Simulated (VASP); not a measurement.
# ScAl3N4 (P-43m) in VASP: further runs

Runs on ScAl3N4. Level: PBEsol. Tasks: single point, relaxation of cell and atoms.

Program: VASP 6.6.1. These are calculated values, not measurements. Logs are shortened: lines on timing, memory, paths and dates and some standing lists are left out, and cuts for length are marked.

### Step 1. The cell of the first run

It takes space group P-43m (No. 215, cubic). Conventional cell: a = 4.498 Å, b = 4.498 Å, c = 4.498 Å, α = 90.00°, β = 90.00°, γ = 90.00°. Within 2.7 Å of Sc (site symmetry -43m) lie 4 N at 2.05 Å. Within 2.5 Å of Al (site symmetry -42m) lie 4 N at 1.92 Å. Within 2.5 Å of N (site symmetry 3m) lie 3 Al at 1.92 Å and 1 Sc at 2.05 Å.

### Step 2. Single point, PBEsol

Contents of INCAR:

```
SYSTEM = ScAl3N4
PREC     = Accurate       ! precision mode
ENCUT    = 520            ! plane-wave cutoff, eV
EDIFF    = 1E-6           ! SCF threshold, eV
ISMEAR   = 0              ! smearing method
SIGMA    = 0.02           ! smearing width, eV
LREAL    = .False.        ! projectors in reciprocal space
LASPH    = .True.         ! aspherical terms in the spheres
NELM     = 60             ! most SCF steps
ALGO     = Normal         ! electronic algorithm
ISIF     = 2              ! what is computed and relaxed
LWAVE    = .False.        ! write WAVECAR
LCHARG   = .False.        ! write CHGCAR
GGA      = PS             ! functional
NBANDS   = 30             ! bands
```

Contents of KPOINTS:

```
Automatic mesh
0
Gamma
  6 6 6
  0 0 0
```

Contents of POSCAR:

```
ScAl3N4
1.0
    4.4981354176      0.0000000000      0.0000000000
    0.0000000000      4.4981354176      0.0000000000
    0.0000000000      0.0000000000      4.4981354176
Sc Al N
1 3 4
Direct
    0.0000000000      0.0000000000      0.0000000000
    0.5000000000      0.5000000000      0.0000000000
    0.5000000000      0.0000000000      0.5000000000
    0.0000000000      0.5000000000      0.5000000000
    0.7374655595      0.7374655595      0.2625344405
    0.7374655595      0.2625344405      0.7374655595
    0.2625344405      0.7374655595      0.7374655595
    0.2625344405      0.2625344405      0.2625344405
```

Potentials or basis: VASP PAW PBE potentials, release 64 (Sc_sv, Al, N).

On the command line:

```sh
cat potpaw_PBE.64/Sc_sv/POTCAR potpaw_PBE.64/Al/POTCAR potpaw_PBE.64/N/POTCAR > POTCAR
mpirun -np 1 vasp_std > vasp.out
```

OUTCAR:

```text
SYSTEM = ScAl3N4
   PREC = Accurate
   ENCUT = 520
   EDIFF = 1E-6
   ISMEAR = 0
   LREAL = .False.
   LASPH = .True.
   NELM = 60
   ISIF = 2
   GGA = PS

 ion  position               nearest neighbor table
   1  0.000  0.000  0.000-   5 2.05   6 2.05   7 2.05   8 2.05   3 3.18   4 3.18   2 3.18   3 3.18
                             4 3.18   2 3.18   4 3.18   4 3.18   2 3.18   3 3.18   3 3.18   2 3.18
   2  0.500  0.500  0.000-   5 1.92   6 1.92   7 1.92   8 1.92   3 3.18   4 3.18   1 3.18   3 3.18
                             4 3.18   1 3.18   3 3.18   3 3.18   1 3.18   4 3.18   4 3.18   1 3.18
   3  0.500  0.000  0.500-   5 1.92   6 1.92   7 1.92   8 1.92   2 3.18   4 3.18   1 3.18   1 3.18
                             2 3.18   2 3.18   4 3.18   2 3.18   1 3.18   4 3.18   1 3.18   4 3.18
   4  0.000  0.500  0.500-   5 1.92   6 1.92   7 1.92   8 1.92   2 3.18   3 3.18   1 3.18   1 3.18
                             2 3.18   1 3.18   3 3.18   1 3.18   2 3.18   3 3.18   2 3.18   3 3.18
   5  0.737  0.737  0.263-   3 1.92   4 1.92   2 1.92   1 2.05
   6  0.737  0.263  0.737-   3 1.92   4 1.92   2 1.92   1 2.05
   7  0.263  0.737  0.737-   3 1.92   4 1.92   2 1.92   1 2.05
   8  0.263  0.263  0.263-   3 1.92   4 1.92   2 1.92   1 2.05

  LATTYP: Found a simple cubic cell.
 ALAT       =     4.4981354176

  Lattice vectors:

 A1 = (   4.4981354176,   0.0000000000,   0.0000000000)
 A2 = (   0.0000000000,   4.4981354176,   0.0000000000)
 A3 = (   0.0000000000,   0.0000000000,   4.4981354176)

Analysis of symmetry for initial positions (statically):
=====================================================================
 Subroutine PRICEL returns:
 Original cell was already a primitive cell.

 Routine SETGRP: Setting up the symmetry group for a
 simple cubic supercell.

 Subroutine GETGRP returns: Found 24 space group operations
 (whereof 24 operations were pure point group operations)
 out of a pool of 48 trial point group operations.

The static configuration has the point symmetry T_d .

Analysis of symmetry for dynamics (positions and initial velocities):
=====================================================================
 Subroutine PRICEL returns:
 Original cell was already a primitive cell.

 Routine SETGRP: Setting up the symmetry group for a
 simple cubic supercell.

 Subroutine GETGRP returns: Found 24 space group operations
 (whereof 24 operations were pure point group operations)
 out of a pool of 48 trial point group operations.

The dynamic configuration has the point symmetry T_d .

 Subroutine INISYM returns: Found 24 space group operations
 (whereof 24 operations are pure point group operations),
 and found     1 'primitive' translations

----------------------------------------------------------------------------------------

                                     Primitive cell

  volume of cell :      91.0118

  direct lattice vectors                    reciprocal lattice vectors
     4.498135418  0.000000000  0.000000000     0.222314339  0.000000000  0.000000000
     0.000000000  4.498135418  0.000000000     0.000000000  0.222314339  0.000000000
     0.000000000  0.000000000  4.498135418     0.000000000  0.000000000  0.222314339

  length of vectors
     4.498135418  4.498135418  4.498135418     0.222314339  0.222314339  0.222314339

  position of ions in fractional coordinates (direct lattice)
     0.000000000  0.000000000  0.000000000
     0.500000000  0.500000000  0.000000000
     0.500000000  0.000000000  0.500000000
     0.000000000  0.500000000  0.500000000
     0.737465560  0.737465560  0.262534440
     0.737465560  0.262534440  0.737465560
     0.262534440  0.737465560  0.737465560
     0.262534440  0.262534440  0.262534440

  ion indices of the primitive-cell ions
   primitive index   ion index
                 1           1
                 2           2
                 3           3
                 4           4
                 5           5
                 6           6
                 7           7
                 8           8

----------------------------------------------------------------------------------------

 KPOINTS: Automatic mesh

Automatic generation of k-mesh.
 Grid dimensions read from file:
 generate k-points for:    6    6    6

 Generating k-lattice:

  Cartesian coordinates                     Fractional coordinates (reciprocal lattice)
     0.037052390  0.000000000  0.000000000     0.166666667  0.000000000  0.000000000
     0.000000000  0.037052390  0.000000000     0.000000000  0.166666667  0.000000000
     0.000000000  0.000000000  0.037052390     0.000000000  0.000000000  0.166666667

  Length of vectors
     0.037052390  0.037052390  0.037052390

  Shift w.r.t. Gamma in fractional coordinates (k-lattice)
     0.000000000  0.000000000  0.000000000

 Subroutine IBZKPT returns following result:
 ===========================================

 Found     20 irreducible k-points:

 Following reciprocal coordinates:
            Coordinates               Weight
  0.000000  0.000000  0.000000      1.000000
  0.166667  0.000000  0.000000      6.000000
  0.333333  0.000000  0.000000      6.000000
  0.500000  0.000000  0.000000      3.000000
  0.166667  0.166667  0.000000     12.000000
  0.333333  0.166667  0.000000     24.000000
[... 12 lines left out ...]
  0.500000  0.500000  0.333333      6.000000
  0.500000  0.500000  0.500000      1.000000
   k-points           NKPTS =     20   k-points in BZ     NKDIM =     20   number of bands    NBANDS=     30
   number of dos      NEDOS =    301   number of ions     NIONS =      8
   total plane-waves  NPLWV =  46656
   dimension x,y,z NGX =    36 NGY =   36 NGZ =   36
   dimension x,y,z NGXF=    72 NGYF=   72 NGZF=   72
   ions per type =               1   3   4
   NGX,Y,Z   is equivalent  to a cutoff of  13.31, 13.31, 13.31 a.u.
   NGXF,Y,Z  is equivalent  to a cutoff of  26.61, 26.61, 26.61 a.u.
 SYSTEM =  ScAl3N4
   PREC   = accura    normal or accurate (medium, high low for compatibility)
   ISTART =      0    job   : 0-new  1-cont  2-samecut
   ICHARG =      2    charge: 1-file 2-atom 10-const
   ISPIN  =      1    spin polarized calculation?
   LNONCOLLINEAR =      F non collinear calculations
   LSORBIT =      F    spin-orbit coupling
   LASPH  =      T    aspherical Exc in radial PAW
   ENCUT  =  520.0 eV  38.22 Ry    6.18 a.u.   8.36  8.36  8.36*2*pi/ulx,y,z
   NELM   =     60;   NELMIN=  2; NELMDL= -5     # of ELM steps
   EDIFF  = 0.1E-05   stopping-criterion for ELM
   LREAL  =      F    real-space projection
   EDIFFG = 0.1E-04   stopping-criterion for IOM
   NSW    =      0    number of steps for IOM
   IBRION =     -1    ionic relax: 0-MD 1-quasi-New 2-CG
   NFREE  =      0    steps in history (QN), initial steepest desc. (CG)
   ISIF   =      2    stress and relaxation
   ISYM   =      2    0-nonsym 1-usesym 2-fastsym
   POTIM  = 0.5000    time-step for ionic-motion
   TEBEG  =    0.0;   TEEND  =   0.0 temperature during run
   PSTRESS=    0.0 pullay stress
   NELECT =      40.0000    total number of electrons
   NUPDOWN=      -1.0000    fix difference up-down
   EMIN   =  10.00;   EMAX   =-10.00  energy-range for DOS
   EFERMI =   0.00;   METHOD = LEGACY
   ISMEAR =     0;   SIGMA  =   0.02  broadening in eV -4-tet -1-fermi 0-gaus
   EFERMI_NEDOS =   21; number of points for ismear=-14 and -15
   IALGO  =     38    algorithm
   IMIX   =      4    mixing-type and parameters
     AMIX     =   0.40;   BMIX     =  1.00
     AMIX_MAG =   1.60;   BMIX_MAG =  1.00
  volume/ion in A,a.u.               =      11.38        76.77
  Fermi-wavevector in a.u.,A,eV,Ry     =   1.244693  2.352129 21.078976  1.549261
  Thomas-Fermi vector in A             =   2.378949
   LORBIT       =      0    0 simple, 1 ext, 2 COOP (PROOUT), +10 PAW based schemes
   GGA     = PS    functional components
   LHFCALC =     F    Hartree Fock is set to
   AEXX    =    0.0000 exact exchange contribution
   IVDW    =     0    specifies the selected vdW correction
   LEPSILON=     F    determine dielectric tensor
   LRPA    =     F    only Hartree local field effects (RPA)
 non-spin polarized calculation
 Gauss-broadening in eV      SIGMA  =   0.02
  energy-cutoff  :      520.00
  volume of cell :       91.01
 maximum number of plane-waves:      2470
 NGX is ok and might be reduce to    36
   NGX = 17   NGY = 17   NGZ = 17

 number of electron      40.0000010 magnetization

 Free energy of the ion-electron system (eV)
  ---------------------------------------------------
  ext. energy  EPLUGINS =         0.00000000
  ---------------------------------------------------
  free energy    TOTEN  =       -64.76205055 eV

  energy without entropy =      -64.76205055  energy(sigma->0) =      -64.76205055

 E-fermi :   4.9807     XC(G=0): -11.0177

 val. band max:        4.8919787764   @ k =   0.5000   0.0000   0.0000
 cond. band min:       8.0617073586   @ k =   0.0000   0.0000   0.0000
 fundamental gap:      3.1697285822
 Fermi energy:         4.9806939596

 k-point     1 :       0.0000    0.0000    0.0000
  band No.  band energies     occupation
      1     -41.4226      2.00000
      2     -20.3378      2.00000
      3     -20.3378      2.00000
      4     -20.3378      2.00000
      5      -9.3245      2.00000
      6      -6.9360      2.00000
[... 22 lines left out ...]
     29      13.7461      0.00000
     30      14.9249      0.00000

 k-point     2 :       0.1667    0.0000    0.0000
  band No.  band energies     occupation
      1     -41.4225      2.00000
      2     -20.3419      2.00000
      3     -20.3373      2.00000
      4     -20.3373      2.00000
      5      -9.1968      2.00000
      6      -7.1325      2.00000
[... 22 lines left out ...]
     29      13.7624      0.00000
     30      14.8406      0.00000

 k-point     3 :       0.3333    0.0000    0.0000
  band No.  band energies     occupation
      1     -41.4223      2.00000
      2     -20.3502      2.00000
      3     -20.3363      2.00000
      4     -20.3363      2.00000
      5      -8.8407      2.00000
      6      -7.6194      2.00000
[... 22 lines left out ...]
     29      13.9323      0.00000
     30      14.6416      0.00000

 k-point     4 :       0.5000    0.0000    0.0000
  band No.  band energies     occupation
      1     -41.4222      2.00000
      2     -20.3543      2.00000
      3     -20.3358      2.00000
      4     -20.3358      2.00000
      5      -8.4609      2.00000
      6      -8.0614      2.00000
[... 22 lines left out ...]
     29      14.1922      0.00000
     30      14.6697      0.00000

 k-point     5 :       0.1667    0.1667    0.0000
  band No.  band energies     occupation
      1     -41.4224      2.00000
      2     -20.3416      2.00000
      3     -20.3411      2.00000
      4     -20.3368      2.00000
      5      -9.0745      2.00000
      6      -7.1223      2.00000
[... 22 lines left out ...]
     29      13.6861      0.00000
     30      14.9432      0.00000
[... 394 lines left out ...]
     29      13.6575      0.00000
     30      14.2356      0.00000

 k-point    18 :       0.5000    0.3333    0.3333
  band No.  band energies     occupation
      1     -41.4217      2.00000
      2     -20.3495      2.00000
      3     -20.3455      2.00000
      4     -20.3449      2.00000
      5      -7.9019      2.00000
      6      -7.6288      2.00000
[... 22 lines left out ...]
     29      13.8544      0.00000
     30      14.0330      0.00000

 k-point    19 :       0.5000    0.5000    0.3333
  band No.  band energies     occupation
      1     -41.4217      2.00000
      2     -20.3488      2.00000
      3     -20.3488      2.00000
      4     -20.3446      2.00000
      5      -7.7138      2.00000
      6      -7.5653      2.00000
[... 22 lines left out ...]
     29      14.0003      0.00000
     30      14.4048      0.00000

 k-point    20 :       0.5000    0.5000    0.5000
  band No.  band energies     occupation
      1     -41.4216      2.00000
      2     -20.3480      2.00000
      3     -20.3480      2.00000
      4     -20.3480      2.00000
      5      -7.5563      2.00000
      6      -7.5563      2.00000
[... 22 lines left out ...]
     29      13.9352      0.00000
     30      15.1093      0.00000

------------------------ aborting loop because EDIFF is reached ----------------------------------------

  FORCE on cell =-STRESS in cart. coord.  units (eV):
  Direction    XX          YY          ZZ          XY          YZ          ZX
  --------------------------------------------------------------------------------------
  -------------------------------------------------------------------------------------
  Total        0.1090055      0.1090055      0.1090055      0.0000000      0.0000000     -0.0000000
  in kB        1.9189401      1.9189401      1.9189401      0.0000000      0.0000000     -0.0000000
  external PRESSURE =       1.9189401 kB  Pullay stress =       0.0000000 kB

 VOLUME and BASIS-vectors are now :
 -----------------------------------------------------------------------------
  energy-cutoff  :      520.00
  volume of cell :       91.01
      direct lattice vectors                 reciprocal lattice vectors
     4.498135418  0.000000000  0.000000000     0.222314339  0.000000000  0.000000000
     0.000000000  4.498135418  0.000000000     0.000000000  0.222314339  0.000000000
     0.000000000  0.000000000  4.498135418     0.000000000  0.000000000  0.222314339

 POSITION                                       TOTAL-FORCE (eV/Angst)
 -----------------------------------------------------------------------------------
      0.00000      0.00000      0.00000        -0.000000     -0.000000      0.000000
      2.24907      2.24907      0.00000        -0.000000     -0.000000      0.000000
      2.24907      0.00000      2.24907        -0.000000      0.000000      0.000000
      0.00000      2.24907      2.24907        -0.000000      0.000000      0.000000
      3.31722      3.31722      1.18092        -0.031002     -0.031002      0.031002
      3.31722      1.18092      3.31722        -0.031002      0.031002     -0.031002
      1.18092      3.31722      3.31722         0.031002     -0.031002     -0.031002
      1.18092      1.18092      1.18092         0.031002      0.031002      0.031002
 -----------------------------------------------------------------------------------
    total drift:                                0.000000      0.000000      0.000000

  FREE ENERGIE OF THE ION-ELECTRON SYSTEM (eV)
  ---------------------------------------------------
  free  energy   TOTEN  =       -64.7620505483 eV

  energy  without entropy=      -64.7620505483  energy(sigma->0) =      -64.76205055
```

Run time: 39 s. Hardware: 1 thread of AMD EPYC 9R45 (Zen 5), shared host; peak memory 0.2 GiB.

Results:

| Property | Result |
| --- | --- |
| Free energy | -64.7621 eV |
| Pressure | 0.2 GPa |
| Largest force | 0.054 eV/Å |
| Band gap on the k mesh | 3.17 eV, indirect (least direct gap 3.63 eV) |

Forces on the atoms (eV/Å):
```
Sc   0.000  0.000  0.000
Al   0.000  0.000  0.000
Al   0.000  0.000  0.000
Al   0.000  0.000  0.000
N   -0.031 -0.031  0.031
N   -0.031  0.031 -0.031
N    0.031 -0.031 -0.031
N    0.031  0.031  0.031
```

Caveat: the PAW data sets were made with another functional, which shifts forces and pressure a little. PBEsol gaps usually lie below the measured ones, often by a third to a half.

(Continued in part 2 of 2.)
